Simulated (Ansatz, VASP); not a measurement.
**ScIn2N3: VASP beside Ansatz**

```
Sc In N
1.0
     2.92128    0.00000    0.00000
     0.00000    2.92128    0.00000
     0.00000    0.00000    8.71456
Sc In N
1 2 3
Direct
  0.50000 0.50000 0.00000
  0.50000 0.50000 0.33153
  0.50000 0.50000 0.66847
  0.00000 0.00000 0.85107
  0.00000 0.00000 0.14893
  0.00000 0.00000 0.50000
```

Change from the starting cell: species swapped into the Li3Tl2Cd type (P4/mmm, No. 123).

Alike in both runs: functional PBE; k mesh 12 × 12 × 6; occupations gaussian, width 0.1 eV; no spin polarisation.

Ansatz relaxed the structure, and its values are those at the end. VASP's run is a single point on that final structure, the one shown.

|  | VASP | Ansatz |
| --- | --- | --- |
| version | VASP 6.6.1 | Ansatz 0.2.0 |
| potentials or method | VASP PAW PBE potentials, release 64 (Sc_sv, In_d, N), cutoff 520 eV | scalar-relativistic, plane waves, PAW |
| valence electrons in the cell | 52 | 52 |

Ansatz gave:

* gap on the k mesh at the Fermi level (eV): none
* pressure (GPa): 0.0
* rms of the force components (eV/Å): 0.000

Task: Which values does VASP return?

Result: gap on the k mesh at the Fermi level (eV): none; pressure (GPa): 0.3; rms of the force components (eV/Å): 0.006.

A gap of «none» marks a metal or a gap that the smearing closes.
